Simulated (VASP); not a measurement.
HfO2: relaxation of cell and atoms with PBEsol

The system is HfO2.

```
CELL_PARAMETERS angstrom
0.00000 2.54881 2.54881
2.54881 0.00000 2.54881
2.54881 2.54881 0.00000
ATOMIC_POSITIONS crystal
Hf 0.00000 0.00000 0.00000
O 0.25000 0.25000 0.25000
O 0.75000 0.75000 0.75000
```

- Program: VASP 6.6.1
- Task: relaxation of cell and atoms
- Functional: PBEsol
- Potentials or basis: VASP PAW PBE potentials, release 64 (Hf_pv, O)
- Cutoff: 600 eV
- k mesh: 8 × 8 × 8
- Occupations: fermi-dirac, width 0.02 eV
- Spin: no spin polarisation
- Dipole correction: no
- Further INCAR settings: ALGO = Normal; EDIFF = 1e-07; IBRION = 2; EDIFFG = -0.005; NSW = 80; ISIF = 3

The relaxed volume is 10.53 Å³/atom, the relaxed cell is a = 3.549 Å, b = 3.549 Å, c = 3.549 Å, α = 60.00°, β = 60.00°, γ = 60.00° and the space group after relaxing (to 0.05 Å) is Fm-3m (No. 225). The energy gained by relaxing is 19.0 meV/atom. The ionic steps are 4, the pressure after relaxing is 0.0 GPa and the band gap on the k mesh is 3.75 eV, direct.

The path:
```
step  energy change (eV)  largest force (eV/Å)  pressure (GPa)  volume (Å³)
   1              0.0000                0.0000          -11.53        33.12
   2              0.0832                0.0000           22.27        29.45
   3             -0.0569                0.0000           -0.24        31.63
   4             -0.0570                0.0000            0.01        31.60
```

Final structure:
```
Hf O
1.0
     0.00000    2.50922    2.50922
     2.50922    0.00000    2.50922
     2.50922    2.50922    0.00000
Hf O
1 2
Direct
  0.00000 0.00000 0.00000
  0.25000 0.25000 0.25000
  0.75000 0.75000 0.75000
```

Levels at points of the mesh, in eV from the valence-band top:
```csv
k point,band 7,band 8,band 9,band 10,band 11,band 12,band 13,band 14,band 15
"(0.00, 0.00, 0.00)",-5.59,-5.59,-0.63,-0.63,-0.63,3.85,3.85,5.89,10.81
"(0.50, 0.00, 0.00)",-4.53,-3.13,-2.84,-1.89,-1.89,4.63,4.63,7.25,8.94
"(0.50, 0.50, 0.00)",-3.57,-3.57,-1.60,-1.60,0.00,3.75,5.59,6.88,8.41
```

Wall time 32 s on 1 thread of Intel(R) Xeon(R) 6975P-C (Granite Rapids), on a shared host, peak memory 0.18 GiB.

Caveat: the PAW data sets were made with another functional, which shifts forces and pressure a little; spin-orbit coupling is left out, which moves the levels of the heavy elements. A k mesh can miss the band edges.
